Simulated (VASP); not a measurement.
# AlN (f.bd3) (P6_3mc) in VASP: a series of runs

Runs on AlN (f.bd3). Level: PBE+D3(BJ). Tasks: single point, relaxation of cell and atoms.

All numbers are computed with VASP 6.6.1; they aren't measurements. Logs are shortened: lines on timing, memory, paths and dates and some standing lists are left out, and cuts for length are marked.

### 1 The cell of the first run

It takes space group P6_3mc (No. 186, hexagonal). Conventional cell: a = 3.109 Å, b = 3.109 Å, c = 4.978 Å, α = 90.00°, β = 90.00°, γ = 120.00°. Al (site symmetry 3m) has 4 N at 1.89 to 1.90 Å within 2.5 Å. Within 2.5 Å of N (site symmetry 3m) lie 4 Al at 1.89 to 1.90 Å.

### 2 Single point, PBE+D3(BJ)

File INCAR:

```
SYSTEM = AlN
PREC = Accurate
ENCUT = 600
EDIFF = 1E-6
ISMEAR = 0
SIGMA = 0.02
LREAL = .False.
LASPH = .True.
NELM = 120
ALGO = Normal
ISIF = 2
LWAVE = .False.
LCHARG = .True.
GGA = PE
IVDW = 12
LELF = .True.
LVHAR = .True.
NBANDS = 16
GGA_COMPAT = .False.
```

File KPOINTS:

```
regular mesh
0
Gamma
  9 9 6
  0 0 0
```

File POSCAR:

```
AlN
1.0
    3.1089216040      0.0000000000      0.0000000000
   -1.5544608020      2.6924050875      0.0000000000
    0.0000000000      0.0000000000      4.9779693623
Al N
2 2
Direct
    0.3333333333      0.6666666667     -0.0024413185
    0.6666666667      0.3333333333      0.4975586815
    0.3333333333      0.6666666667      0.3794413185
    0.6666666667      0.3333333333      0.8794413185
```

Potentials or basis: VASP PAW PBE potentials, release 64 (Al, N).

Launch:

```sh
$ cat potpaw_PBE.64/Al/POTCAR potpaw_PBE.64/N/POTCAR > POTCAR
$ mpirun -np 1 vasp_std > vasp.out
```

OUTCAR:

```text
SYSTEM = AlN
   PREC = Accurate
   ENCUT = 600
   EDIFF = 1E-6
   ISMEAR = 0
   LREAL = .False.
   LASPH = .True.
   NELM = 120
   ISIF = 2
   GGA = PE
   IVDW = 12
 IVDW          = 12

 ion  position               nearest neighbor table
   1  0.333  0.667  0.998-   4 1.89   4 1.89   4 1.89   3 1.90   2 3.07   2 3.07   2 3.07   2 3.07
                             2 3.07   2 3.07
   2  0.667  0.333  0.498-   3 1.89   3 1.89   3 1.89   4 1.90   1 3.07   1 3.07   1 3.07   1 3.07
                             1 3.07   1 3.07
   3  0.333  0.667  0.379-   2 1.89   2 1.89   2 1.89   1 1.90
   4  0.667  0.333  0.879-   1 1.89   1 1.89   1 1.89   2 1.90

  LATTYP: Found a hexagonal cell.
 ALAT       =     3.1089216040
 C/A-ratio  =     1.6011884494

  Lattice vectors:

 A1 = (   3.1089216040,   0.0000000000,   0.0000000000)
 A2 = (  -1.5544608020,   2.6924050875,   0.0000000000)
 A3 = (   0.0000000000,   0.0000000000,   4.9779693623)

Analysis of symmetry for initial positions (statically):
=====================================================================
 Subroutine PRICEL returns:
 Original cell was already a primitive cell.

 Routine SETGRP: Setting up the symmetry group for a
 hexagonal supercell.

 Subroutine GETGRP returns: Found 12 space group operations
 (whereof  6 operations were pure point group operations)
 out of a pool of 24 trial point group operations.

The static configuration has the point symmetry C_3v.
 The point group associated with its full space group is C_6v.

Analysis of symmetry for dynamics (positions and initial velocities):
=====================================================================
 Subroutine PRICEL returns:
 Original cell was already a primitive cell.

 Routine SETGRP: Setting up the symmetry group for a
 hexagonal supercell.

 Subroutine GETGRP returns: Found 12 space group operations
 (whereof  6 operations were pure point group operations)
 out of a pool of 24 trial point group operations.

The dynamic configuration has the point symmetry C_3v.
 The point group associated with its full space group is C_6v.

 Subroutine INISYM returns: Found 12 space group operations
 (whereof  6 operations are pure point group operations),
 and found     1 'primitive' translations

----------------------------------------------------------------------------------------

                                     Primitive cell

  volume of cell :      41.6680

  direct lattice vectors                    reciprocal lattice vectors
     3.108921604  0.000000000  0.000000000     0.321654943  0.185707568  0.000000000
    -1.554460802  2.692405088  0.000000000     0.000000000  0.371415135  0.000000000
     0.000000000  0.000000000  4.977969362     0.000000000  0.000000000  0.200885125

  length of vectors
     3.108921604  3.108921604  4.977969362     0.371415135  0.371415135  0.200885125

  position of ions in fractional coordinates (direct lattice)
     0.333333333  0.666666667  0.997558682
     0.666666667  0.333333333  0.497558682
     0.333333333  0.666666667  0.379441318
     0.666666667  0.333333333  0.879441318

  ion indices of the primitive-cell ions
   primitive index   ion index
                 1           1
                 2           2
                 3           3
                 4           4

----------------------------------------------------------------------------------------

 KPOINTS: regular mesh

Automatic generation of k-mesh.
 Grid dimensions read from file:
 generate k-points for:    9    9    6

 Generating k-lattice:

  Cartesian coordinates                     Fractional coordinates (reciprocal lattice)
     0.035739438  0.020634174  0.000000000     0.111111111  0.000000000  0.000000000
     0.000000000  0.041268348  0.000000000     0.000000000  0.111111111  0.000000000
     0.000000000  0.000000000  0.033480854     0.000000000  0.000000000  0.166666667

  Length of vectors
     0.041268348  0.041268348  0.033480854

  Shift w.r.t. Gamma in fractional coordinates (k-lattice)
     0.000000000  0.000000000  0.000000000

 Subroutine IBZKPT returns following result:
 ===========================================

 Found     48 irreducible k-points:

 Following reciprocal coordinates:
            Coordinates               Weight
  0.000000  0.000000  0.000000      1.000000
  0.111111  0.000000  0.000000      6.000000
  0.222222  0.000000  0.000000      6.000000
  0.333333  0.000000  0.000000      6.000000
  0.444444  0.000000  0.000000      6.000000
  0.111111  0.111111  0.000000      6.000000
[... 16 lines left out ...]
  0.333333  0.222222  0.166667     24.000000
  0.333333  0.333333  0.166667      4.000000
 [... further k-points ...]
   k-points           NKPTS =     48   k-points in BZ     NKDIM =     48   number of bands    NBANDS=     16
   number of dos      NEDOS =    301   number of ions     NIONS =      4
   total plane-waves  NPLWV =  31360
   dimension x,y,z NGX =    28 NGY =   28 NGZ =   40
   dimension x,y,z NGXF=    56 NGYF=   56 NGZF=   80
   ions per type =               2   2
   NGX,Y,Z   is equivalent  to a cutoff of  14.97, 14.97, 13.36 a.u.
   NGXF,Y,Z  is equivalent  to a cutoff of  29.95, 29.95, 26.72 a.u.
 SYSTEM =  AlN
   PREC   = accura    normal or accurate (medium, high low for compatibility)
   ISTART =      0    job   : 0-new  1-cont  2-samecut
   ICHARG =      2    charge: 1-file 2-atom 10-const
   ISPIN  =      1    spin polarized calculation?
   LNONCOLLINEAR =      F non collinear calculations
   LSORBIT =      F    spin-orbit coupling
   LASPH  =      T    aspherical Exc in radial PAW
   ENCUT  =  600.0 eV  44.10 Ry    6.64 a.u.   6.21  6.21  9.94*2*pi/ulx,y,z
   NELM   =    120;   NELMIN=  2; NELMDL= -5     # of ELM steps
   EDIFF  = 0.1E-05   stopping-criterion for ELM
   LREAL  =      F    real-space projection
   EDIFFG = 0.1E-04   stopping-criterion for IOM
   NSW    =      0    number of steps for IOM
   IBRION =     -1    ionic relax: 0-MD 1-quasi-New 2-CG
   NFREE  =      0    steps in history (QN), initial steepest desc. (CG)
   ISIF   =      2    stress and relaxation
   ISYM   =      2    0-nonsym 1-usesym 2-fastsym
   POTIM  = 0.5000    time-step for ionic-motion
   TEBEG  =    0.0;   TEEND  =   0.0 temperature during run
   PSTRESS=    0.0 pullay stress
   NELECT =      16.0000    total number of electrons
   NUPDOWN=      -1.0000    fix difference up-down
   EMIN   =  10.00;   EMAX   =-10.00  energy-range for DOS
   EFERMI =   0.00;   METHOD = LEGACY
   ISMEAR =     0;   SIGMA  =   0.02  broadening in eV -4-tet -1-fermi 0-gaus
   EFERMI_NEDOS =   21; number of points for ismear=-14 and -15
   IALGO  =     38    algorithm
   IMIX   =      4    mixing-type and parameters
     AMIX     =   0.40;   BMIX     =  1.00
     AMIX_MAG =   1.60;   BMIX_MAG =  1.00
  volume/ion in A,a.u.               =      10.42        70.30
  Fermi-wavevector in a.u.,A,eV,Ry     =   1.189910  2.248603 19.264288  1.415885
  Thomas-Fermi vector in A             =   2.326006
   LORBIT       =      0    0 simple, 1 ext, 2 COOP (PROOUT), +10 PAW based schemes
   GGA     = PE    functional components
   LHFCALC =     F    Hartree Fock is set to
   AEXX    =    0.0000 exact exchange contribution
   IVDW    =    12    specifies the selected vdW correction
   LEPSILON=     F    determine dielectric tensor
   LRPA    =     F    only Hartree local field effects (RPA)
 non-spin polarized calculation
 Gauss-broadening in eV      SIGMA  =   0.02
  energy-cutoff  :      600.00
  volume of cell :       41.67
 maximum number of plane-waves:      1412
 NGX is ok and might be reduce to    28
   NGX = 13   NGY = 13   NGZ = 19

 number of electron      16.0000000 magnetization

 Free energy of the ion-electron system (eV)
  ---------------------------------------------------
  ext. energy  EPLUGINS =         0.00000000
  ---------------------------------------------------
  free energy    TOTEN  =       -29.77236908 eV

  energy without entropy =      -29.77236908  energy(sigma->0) =      -29.77236908

 E-fermi :   6.3536     XC(G=0): -10.9210

 val. band max:        6.1803756248   @ k =   0.0000   0.0000   0.0000
 cond. band min:      10.4061203521   @ k =   0.0000   0.0000   0.0000
 fundamental gap:      4.2257447273
 Fermi energy:         6.3535558141

 k-point     1 :       0.0000    0.0000    0.0000
  band No.  band energies     occupation
      1      -9.0267      2.00000
      2      -6.8728      2.00000
      3       0.1733      2.00000
      4       5.3089      2.00000
      5       5.3089      2.00000
      6       5.9599      2.00000
[... 8 lines left out ...]
     15      19.3366      0.00000
     16      19.3366      0.00000

 k-point     2 :       0.1111    0.0000    0.0000
  band No.  band energies     occupation
      1      -8.8696      2.00000
      2      -6.7847      2.00000
      3       0.3603      2.00000
      4       4.6052      2.00000
      5       5.1114      2.00000
      6       5.2831      2.00000
[... 8 lines left out ...]
     15      19.1907      0.00000
     16      19.3538      0.00000

 k-point     3 :       0.2222    0.0000    0.0000
  band No.  band energies     occupation
      1      -8.4238      2.00000
      2      -6.5640      2.00000
      3       0.9034      2.00000
      4       3.1043      2.00000
      5       4.0279      2.00000
      6       4.7053      2.00000
[... 8 lines left out ...]
     15      18.3660      0.00000
     16      19.1291      0.00000

 k-point     4 :       0.3333    0.0000    0.0000
  band No.  band energies     occupation
      1      -7.7813      2.00000
      2      -6.3510      2.00000
      3       1.6637      2.00000
      4       1.7444      2.00000
      5       2.8480      2.00000
      6       4.3272      2.00000
[... 8 lines left out ...]
     15      18.2910      0.00000
     16      20.5967      0.00000

 k-point     5 :       0.4444    0.0000    0.0000
  band No.  band energies     occupation
      1      -7.1728      2.00000
      2      -6.3306      2.00000
      3       0.8285      2.00000
      4       2.1032      2.00000
      5       2.6331      2.00000
      6       4.1099      2.00000
[... 8 lines left out ...]
     15      18.8912      0.00000
     16      21.3930      0.00000

 k-point     6 :       0.1111    0.1111    0.0000
  band No.  band energies     occupation
      1      -8.5677      2.00000
      2      -6.6296      2.00000
      3       0.7257      2.00000
      4       3.7747      2.00000
      5       3.9945      2.00000
      6       5.0438      2.00000
[... 8 lines left out ...]
     15      18.6594      0.00000
     16      19.3472      0.00000
[... 267 lines left out ...]
 k-point    21 :       0.4444    0.1111    0.1667
  band No.  band energies     occupation
      1      -6.9321      2.00000
      2      -6.3843      2.00000
      3       0.7039      2.00000
      4       1.7311      2.00000
      5       3.1410      2.00000
      6       3.8637      2.00000
[... 8 lines left out ...]
     15      18.9031      0.00000
     16      21.2115      0.00000

 k-point    22 :       0.2222    0.2222    0.1667
  band No.  band energies     occupation
      1      -7.3729      2.00000
      2      -6.3648      2.00000
      3       1.5751      2.00000
      4       1.8141      2.00000
      5       3.0873      2.00000
      6       3.5125      2.00000
[... 8 lines left out ...]
     15      18.4327      0.00000
     16      21.1674      0.00000

 k-point    23 :       0.3333    0.2222    0.1667
  band No.  band energies     occupation
      1      -6.8519      2.00000
      2      -6.3556      2.00000
      3       1.1691      2.00000
      4       1.8524      2.00000
      5       2.6673      2.00000
      6       3.6854      2.00000
[... 8 lines left out ...]
     15      18.9670      0.00000
     16      21.0185      0.00000

 k-point    24 :       0.3333    0.3333    0.1667
  band No.  band energies     occupation
      1      -6.5093      2.00000
      2      -6.5093      2.00000
      3       1.4625      2.00000
      4       1.9970      2.00000
      5       1.9970      2.00000
      6       3.4772      2.00000
[... 8 lines left out ...]
     15      19.2552      0.00000
     16      21.2937      0.00000

 [... further k-points ...]

------------------------ aborting loop because EDIFF is reached ----------------------------------------

 Edisp (eV)   -1.07688

 E8    (eV) :    -0.4206

  FORCE on cell =-STRESS in cart. coord.  units (eV):
  Direction    XX          YY          ZZ          XY          YZ          ZX
  --------------------------------------------------------------------------------------
  -------------------------------------------------------------------------------------
  Total      -0.07997    -0.07997    -0.06688     0.00000    -0.00000     0.00000
  in kB      -3.07503    -3.07503    -2.57159     0.00000    -0.00000     0.00000
  external pressure =       -2.91 kB  Pullay stress =        0.00 kB

 VOLUME and BASIS-vectors are now :
 -----------------------------------------------------------------------------
  energy-cutoff  :      600.00
  volume of cell :       41.67
      direct lattice vectors                 reciprocal lattice vectors
     3.108921604  0.000000000  0.000000000     0.321654943  0.185707568  0.000000000
    -1.554460802  2.692405088  0.000000000     0.000000000  0.371415135  0.000000000
     0.000000000  0.000000000  4.977969362     0.000000000  0.000000000  0.200885125

 POSITION                                       TOTAL-FORCE (eV/Angst)
 -----------------------------------------------------------------------------------
     -0.00000      1.79494      4.96582        -0.000000      0.000000      0.000798
      1.55446      0.89747      2.47683         0.000000     -0.000000      0.000798
     -0.00000      1.79494      1.88885        -0.000000      0.000000     -0.000798
      1.55446      0.89747      4.37783        -0.000000     -0.000000     -0.000798
 -----------------------------------------------------------------------------------
    total drift:                               -0.000000      0.000000      0.000388

  FREE ENERGIE OF THE ION-ELECTRON SYSTEM (eV)
  ---------------------------------------------------
  free  energy   TOTEN  =       -30.8492539255 eV

  energy  without entropy=      -30.8492539255  energy(sigma->0) =      -30.84925393
```

It took 49 s on 1 thread of Intel Xeon 6975P-C, shared host; peak memory 0.2 GiB.

What came out:

```
Free energy                : -30.8493 eV
Pressure                   : -0.3 GPa
Band gap on the k mesh     : 4.23 eV, direct
Dispersion energy per atom : -0.269 eV
```

A k mesh can miss the band edges. As with any semilocal functional, this PBE gap is likely too small.

### 3 Single point, PBE+D3(BJ)

File INCAR:

```
PREC = Accurate
ENCUT = 600
EDIFF = 1E-6
ISMEAR = 0
SIGMA = 0.02
LREAL = F
LASPH = T
NELM = 120
ALGO = Normal
ISIF = 2
LWAVE = F
LCHARG = F
GGA = PE
IVDW = 12
NBANDS = 16
GGA_COMPAT = F
```

File KPOINTS:

```
Automatic mesh
0
Gamma
  9 9 6
```

POSCAR is that of step 2.

Potentials or basis: VASP PAW PBE potentials, release 64 (Al, N).

Launch:

```sh
$ cat potpaw_PBE.64/Al/POTCAR potpaw_PBE.64/N/POTCAR > POTCAR
$ mpirun -np 1 vasp_std > vasp.out
```

Run time: 48 s. Hardware: 1 thread of Intel Xeon 6975P-C, shared host; peak memory 0.2 GiB.

It converged, with:

```yaml
Free_energy: -30.8493 eV
Pressure: -0.3 GPa
Band_gap_on_the_k_mesh: 4.23 eV, direct
Dispersion_energy_per_atom: -0.269 eV
```

Levels at points of the mesh, in eV from the valence-band top:
```
           k point  band 5  band 6  band 7  band 8  band 9  band 10  band 11  band 12
(0.00, 0.00, 0.00)   -0.87   -0.22   -0.22    0.00    4.23     6.68    10.63    11.16
(0.00, 0.00, 0.50)   -0.56   -0.56   -0.56   -0.56    6.49     6.49    10.34    10.34
```

A k mesh can miss the band edges.

### 4 Relaxation of cell and atoms, PBE+D3(BJ)

File INCAR:

```
PREC = Accurate ; ENCUT = 600
EDIFF = 1E-7 ; ISMEAR = 0
SIGMA = 0.02 ; LREAL = False
LASPH = True ; NELM = 120
ALGO = Normal ; ISIF = 3
LWAVE = False ; LCHARG = False
GGA = PE ; IVDW = 12
IBRION = 2 ; NSW = 100
EDIFFG = -0.002 ; GGA_COMPAT = False
NELMIN = 4
```

File KPOINTS:

```
regular mesh
0
Gamma
  9 9 6
```

File POSCAR:

```
AlN
1.0
    3.1100000000      0.0000000000      0.0000000000
   -1.5550000000      2.6933390000      0.0000000000
    0.0000000000      0.0000000000      4.9800000000
Al N
2 2
Direct
    0.3333333000      0.6666667000      0.0000000000
    0.6666667000      0.3333333000      0.5000000000
    0.3333333000      0.6666667000      0.3770000000
    0.6666667000      0.3333333000      0.8770000000
```

Launch:

```sh
$ cat potpaw_PBE.64/Al/POTCAR potpaw_PBE.64/N/POTCAR > POTCAR
$ mpirun -np 1 vasp_std > vasp.out
```

Wall time 2.1 min (1 thread of Intel Xeon 6975P-C, shared host); peak memory 0.2 GiB.

The run converged. Its results:

```
Free energy                            : -30.8494 eV
Relaxed volume                         : 10.40 Å³/atom
Relaxed cell                           : a = 3.107 Å, b = 3.107 Å, c = 4.976 Å, α = 90.00°, β = 90.00°, γ = 120.00°
Space group after relaxing (to 0.05 Å) : P6_3mc (No. 186)
Energy gained by relaxing              : 2.0 meV/atom
Ionic steps                            : 8
Pressure after relaxing                : 0.0 GPa
Band gap on the k mesh                 : 4.24 eV, direct
Dispersion energy per atom             : -0.270 eV
```

The path:
```tsv
step	energy change (eV)	largest force (eV/Å)	pressure (GPa)	volume (Å³)
1	0.0000	0.3285	-0.38	41.71
2	-0.0008	0.2206	0.37	41.56
3	-0.0071	0.0342	-0.09	41.64
4	-0.0078	0.0176	0.05	41.60
5	-0.0079	0.0034	0.17	41.57
6	-0.0079	0.0040	0.17	41.57
7	-0.0079	0.0027	-0.16	41.64
8	-0.0079	0.0007	0.00	41.60
```

Final structure:
```
Al N
1.0
     3.10721    0.00000    0.00000
    -1.55360    2.69092    0.00000
     0.00000    0.00000    4.97574
Al N
2 2
Direct
  0.33333 0.66667 0.99757
  0.66667 0.33333 0.49757
  0.33333 0.66667 0.37943
  0.66667 0.33333 0.87943
```

Levels at points of the mesh, in eV from the valence-band top:
```csv
k point,band 6,band 7,band 8,band 9,band 10,band 11
"(0.00, 0.00, 0.00)",-0.22,-0.22,0.00,4.24,6.69,10.64
"(0.00, 0.00, 0.50)",-0.56,-0.56,-0.56,6.50,6.50,10.35
```

A k mesh can miss the band edges.
